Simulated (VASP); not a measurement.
# Ag (Fm-3m) in VASP: single point with PBEsol

Aim: the single point of Ag with PBEsol.

Program: VASP 6.6.1. These are calculated values, not measurements. Logs are shortened: lines on timing, memory, paths and dates and some standing lists are left out, and cuts for length are marked.

### Step 1. The cell of the first run

Symmetry: Fm-3m, No. 225, cubic system. Conventional cell: a = 4.085 Å, b = 4.085 Å, c = 4.085 Å, α = 90.00°, β = 90.00°, γ = 90.00°. Ag (site symmetry m-3m) has 12 Ag at 2.89 Å within 3.8 Å.

### Step 2. Single point, PBEsol

The input, INCAR:

```
PREC     = Accurate       # precision mode
ENCUT    = 500            # plane-wave cutoff, eV
EDIFF    = 1E-6           # SCF threshold, eV
ISMEAR   = -1             # smearing method
SIGMA    = 0.1            # smearing width, eV
LREAL    = False          # projectors in reciprocal space
LASPH    = True           # aspherical terms in the spheres
NELM     = 120            # most SCF steps
ALGO     = Normal         # electronic algorithm
ISIF     = 2              # what is computed and relaxed
LWAVE    = False          # write WAVECAR
LCHARG   = False          # write CHGCAR
GGA      = PS             # functional
NBANDS   = 12             # bands
GGA_COMPAT= False
```

The input, KPOINTS:

```
regular mesh
0
Gamma
  10 10 10
```

The input, POSCAR:

```
Ag
1.0
    0.0000000000      2.0427500000      2.0427500000
    2.0427500000      0.0000000000      2.0427500000
    2.0427500000      2.0427500000      0.0000000000
Ag
1
Direct
    0.0000000000      0.0000000000      0.0000000000
```

Potentials or basis: VASP PAW PBE potentials, release 64 (Ag).

Command:

```console
$ cat potpaw_PBE.64/Ag/POTCAR > POTCAR
$ mpirun -np 1 vasp_std > vasp.out
```

OUTCAR:

```text
PREC = Accurate
   ENCUT = 500
   EDIFF = 1E-6
   ISMEAR = -1
   LREAL = False
   LASPH = True
   NELM = 120
   ISIF = 2
   GGA = PS

 ion  position               nearest neighbor table
   1  0.000  0.000  0.000-

  LATTYP: Found a face centered cubic cell.
 ALAT       =     4.0855000000

  Lattice vectors:

 A1 = (   0.0000000000,   2.0427500000,   2.0427500000)
 A2 = (   2.0427500000,   0.0000000000,   2.0427500000)
 A3 = (   2.0427500000,   2.0427500000,   0.0000000000)

Analysis of symmetry for initial positions (statically):
=====================================================================
 Subroutine PRICEL returns:
 Original cell was already a primitive cell.

 Routine SETGRP: Setting up the symmetry group for a
 face centered cubic supercell.

 Subroutine GETGRP returns: Found 48 space group operations
 (whereof 48 operations were pure point group operations)
 out of a pool of 48 trial point group operations.

The static configuration has the point symmetry O_h .

Analysis of symmetry for dynamics (positions and initial velocities):
=====================================================================
 Subroutine PRICEL returns:
 Original cell was already a primitive cell.

 Routine SETGRP: Setting up the symmetry group for a
 face centered cubic supercell.

 Subroutine GETGRP returns: Found 48 space group operations
 (whereof 48 operations were pure point group operations)
 out of a pool of 48 trial point group operations.

The dynamic configuration has the point symmetry O_h .

 Subroutine INISYM returns: Found 48 space group operations
 (whereof 48 operations are pure point group operations),
 and found     1 'primitive' translations

----------------------------------------------------------------------------------------

                                     Primitive cell

  volume of cell :      17.0481

  direct lattice vectors                    reciprocal lattice vectors
     0.000000000  2.042750000  2.042750000    -0.244768082  0.244768082  0.244768082
     2.042750000  0.000000000  2.042750000     0.244768082 -0.244768082  0.244768082
     2.042750000  2.042750000  0.000000000     0.244768082  0.244768082 -0.244768082

  length of vectors
     2.888884755  2.888884755  2.888884755     0.423950755  0.423950755  0.423950755

  position of ions in fractional coordinates (direct lattice)
     0.000000000  0.000000000  0.000000000

  ion indices of the primitive-cell ions
   primitive index   ion index
                 1           1

----------------------------------------------------------------------------------------

 KPOINTS: regular mesh

Automatic generation of k-mesh.
 Grid dimensions read from file:
 generate k-points for:   10   10   10

 Generating k-lattice:

  Cartesian coordinates                     Fractional coordinates (reciprocal lattice)
    -0.024476808  0.024476808  0.024476808     0.100000000  0.000000000  0.000000000
     0.024476808 -0.024476808  0.024476808     0.000000000  0.100000000  0.000000000
     0.024476808  0.024476808 -0.024476808     0.000000000  0.000000000  0.100000000

  Length of vectors
     0.042395075  0.042395075  0.042395075

  Shift w.r.t. Gamma in fractional coordinates (k-lattice)
     0.000000000  0.000000000  0.000000000

 Subroutine IBZKPT returns following result:
 ===========================================

 Found     47 irreducible k-points:

 Following reciprocal coordinates:
            Coordinates               Weight
  0.000000  0.000000  0.000000      1.000000
  0.100000  0.000000  0.000000      8.000000
  0.200000  0.000000  0.000000      8.000000
  0.300000  0.000000  0.000000      8.000000
  0.400000  0.000000  0.000000      8.000000
  0.500000  0.000000  0.000000      4.000000
[... 16 lines left out ...]
  0.300000  0.300000  0.000000      6.000000
  0.400000  0.300000  0.000000     24.000000
 [... further k-points ...]
   k-points           NKPTS =     47   k-points in BZ     NKDIM =     47   number of bands    NBANDS=     12
   number of dos      NEDOS =    301   number of ions     NIONS =      1
   total plane-waves  NPLWV =  13824
   dimension x,y,z NGX =    24 NGY =   24 NGZ =   24
   dimension x,y,z NGXF=    48 NGYF=   48 NGZF=   48
   ions per type =               1
   NGX,Y,Z   is equivalent  to a cutoff of  13.81, 13.81, 13.81 a.u.
   NGXF,Y,Z  is equivalent  to a cutoff of  27.62, 27.62, 27.62 a.u.
 SYSTEM =  unknown system
   PREC   = accura    normal or accurate (medium, high low for compatibility)
   ISTART =      0    job   : 0-new  1-cont  2-samecut
   ICHARG =      2    charge: 1-file 2-atom 10-const
   ISPIN  =      1    spin polarized calculation?
   LNONCOLLINEAR =      F non collinear calculations
   LSORBIT =      F    spin-orbit coupling
   LASPH  =      T    aspherical Exc in radial PAW
   ENCUT  =  500.0 eV  36.75 Ry    6.06 a.u.   5.27  5.27  5.27*2*pi/ulx,y,z
   NELM   =    120;   NELMIN=  2; NELMDL= -5     # of ELM steps
   EDIFF  = 0.1E-05   stopping-criterion for ELM
   LREAL  =      F    real-space projection
   EDIFFG = 0.1E-04   stopping-criterion for IOM
   NSW    =      0    number of steps for IOM
   IBRION =     -1    ionic relax: 0-MD 1-quasi-New 2-CG
   NFREE  =      0    steps in history (QN), initial steepest desc. (CG)
   ISIF   =      2    stress and relaxation
   ISYM   =      2    0-nonsym 1-usesym 2-fastsym
   POTIM  = 0.5000    time-step for ionic-motion
   TEBEG  =    0.0;   TEEND  =   0.0 temperature during run
   PSTRESS=    0.0 pullay stress
   NELECT =      11.0000    total number of electrons
   NUPDOWN=      -1.0000    fix difference up-down
   EMIN   =  10.00;   EMAX   =-10.00  energy-range for DOS
   EFERMI =   0.00;   METHOD = LEGACY
   ISMEAR =    -1;   SIGMA  =   0.10  broadening in eV -4-tet -1-fermi 0-gaus
   EFERMI_NEDOS =   21; number of points for ismear=-14 and -15
   IALGO  =     38    algorithm
   IMIX   =      4    mixing-type and parameters
     AMIX     =   0.40;   BMIX     =  1.00
     AMIX_MAG =   1.60;   BMIX_MAG =  1.00
  volume/ion in A,a.u.               =      17.05       115.05
  Fermi-wavevector in a.u.,A,eV,Ry     =   1.414644  2.673290 27.228221  2.001218
  Thomas-Fermi vector in A             =   2.536165
   LORBIT       =      0    0 simple, 1 ext, 2 COOP (PROOUT), +10 PAW based schemes
   GGA     = PS    functional components
   LHFCALC =     F    Hartree Fock is set to
   AEXX    =    0.0000 exact exchange contribution
   IVDW    =     0    specifies the selected vdW correction
   LEPSILON=     F    determine dielectric tensor
   LRPA    =     F    only Hartree local field effects (RPA)
 non-spin polarized calculation
  energy-cutoff  :      500.00
  volume of cell :       17.05
 maximum number of plane-waves:       444
 NGX is ok and might be reduce to    24
   NGX = 11   NGY = 11   NGZ = 11

 number of electron      10.9999999 magnetization

 Free energy of the ion-electron system (eV)
  ---------------------------------------------------
  ext. energy  EPLUGINS =         0.00000000
  ---------------------------------------------------
  free energy    TOTEN  =        -3.29695645 eV

  energy without entropy =       -3.28449699  energy(sigma->0) =       -3.29072672

 E-fermi :   8.1423     XC(G=0): -12.4126

 val. band max:        7.9418998624   @ k =   0.5000   0.2000   0.1000
 cond. band min:       8.2698331767   @ k =   0.5000   0.3000   0.1000
 fundamental gap:      0.3279333142
 Fermi energy:         8.1422540246

 k-point     1 :       0.0000    0.0000    0.0000
  band No.  band energies     occupation
      1       0.4021      2.00000
      2       3.4653      2.00000
      3       3.4653      2.00000
      4       3.4653      2.00000
      5       4.5127      2.00000
      6       4.5127      2.00000
      7      24.2187      0.00000
      8      27.7926      0.00000
      9      27.7926      0.00000
     10      27.7926      0.00000
     11      32.6122      0.00000
     12      33.7387      0.00000

 k-point     2 :       0.1000    0.0000    0.0000
  band No.  band energies     occupation
      1       0.7097      2.00000
      2       3.3995      2.00000
      3       3.5469      2.00000
      4       3.5469      2.00000
      5       4.4847      2.00000
      6       4.4847      2.00000
      7      24.1225      0.00000
      8      25.7814      0.00000
      9      27.9104      0.00000
     10      27.9104      0.00000
     11      32.0628      0.00000
     12      33.3265      0.00000

 k-point     3 :       0.2000    0.0000    0.0000
  band No.  band energies     occupation
      1       1.4771      2.00000
      2       3.3994      2.00000
      3       3.6708      2.00000
      4       3.6708      2.00000
      5       4.5203      2.00000
      6       4.5203      2.00000
      7      21.2634      0.00000
      8      25.0405      0.00000
      9      28.0073      0.00000
     10      28.0073      0.00000
     11      30.9337      0.00000
     12      32.0724      0.00000
[... 286 lines left out ...]
 k-point    23 :       0.3000    0.3000    0.0000
  band No.  band energies     occupation
      1       2.2740      2.00000
      2       2.4357      2.00000
      3       4.6647      2.00000
      4       4.6647      2.00000
      5       5.0062      2.00000
      6       5.2472      2.00000
      7      21.5437      0.00000
      8      21.5437      0.00000
      9      21.9286      0.00000
     10      25.0655      0.00000
     11      25.7025      0.00000
     12      36.8354      0.00000

 k-point    24 :       0.4000    0.3000    0.0000
  band No.  band energies     occupation
      1       2.2166      2.00000
      2       2.3585      2.00000
      3       4.5682      2.00000
      4       4.7332      2.00000
      5       5.2668      2.00000
      6       6.9773      1.99998
      7      18.7171      0.00000
      8      19.8504      0.00000
      9      20.7294      0.00000
     10      25.2028      0.00000
     11      27.2805      0.00000
     12      36.7426      0.00000

 [... further k-points ...]

------------------------ aborting loop because EDIFF is reached ----------------------------------------

  FORCE on cell =-STRESS in cart. coord.  units (eV):
  Direction    XX          YY          ZZ          XY          YZ          ZX
  --------------------------------------------------------------------------------------
  -------------------------------------------------------------------------------------
  Total       -0.2612472     -0.2612472     -0.2612472     -0.0000000      0.0000000     -0.0000000
  in kB      -24.5519787    -24.5519787    -24.5519787     -0.0000000      0.0000000     -0.0000000
  external PRESSURE =     -24.5519787 kB  Pullay stress =       0.0000000 kB

 VOLUME and BASIS-vectors are now :
 -----------------------------------------------------------------------------
  energy-cutoff  :      500.00
  volume of cell :       17.05
      direct lattice vectors                 reciprocal lattice vectors
     0.000000000  2.042750000  2.042750000    -0.244768082  0.244768082  0.244768082
     2.042750000  0.000000000  2.042750000     0.244768082 -0.244768082  0.244768082
     2.042750000  2.042750000  0.000000000     0.244768082  0.244768082 -0.244768082

 POSITION                                       TOTAL-FORCE (eV/Angst)
 -----------------------------------------------------------------------------------
      0.00000      0.00000      0.00000         0.000000      0.000000      0.000000
 -----------------------------------------------------------------------------------
    total drift:                               -0.000000      0.000000      0.000000

  FREE ENERGIE OF THE ION-ELECTRON SYSTEM (eV)
  ---------------------------------------------------
  free  energy   TOTEN  =        -3.2969564480 eV

  energy  without entropy=       -3.2844969908  energy(sigma->0) =       -3.29072672
```

Run time: 9.3 s. Hardware: 1 thread of Intel Xeon Platinum 8375C at 2.90GHz (Ice Lake), shared host; peak memory 0.14 GiB.

Results:

```yaml
Free_energy: -3.2970 eV
Pressure: -2.5 GPa
Band_gap_on_the_k_mesh: zero (an odd number of electrons rules out a gap without spin polarisation)
```

Caveat: the PAW data sets were made with another functional, which shifts forces and pressure a little.

The gap in the log of VASP goes by the Fermi energy; the results here count the filled bands.